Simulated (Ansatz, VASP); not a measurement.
## One calculation of Rb, two programs

```
CELL_PARAMETERS angstrom
-2.79758 2.79758 2.79758
2.79758 -2.79758 2.79758
2.79758 2.79758 -2.79758
ATOMIC_POSITIONS crystal
Rb 0.00000 0.00000 0.00000
```

Alike in both runs: task single point; functional PBE; k mesh 13 × 13 × 13; occupations fermi-dirac, width 0.1 eV; no spin polarisation.

```csv
,VASP,Ansatz
version,VASP 6.6.1,Ansatz 0.2.0
potentials or method,"VASP PAW PBE potentials, release 64 (Rb_sv), cutoff 520 eV","plane waves (420 eV) with PAW, scalar-relativistic"
valence electrons in the cell,9,9
```

```tsv
	VASP	Ansatz	Ansatz less VASP
pressure (GPa)	0.1	0.1	0.00
```

The functional is the same, so the differences come from potentials, cutoffs and numerics.
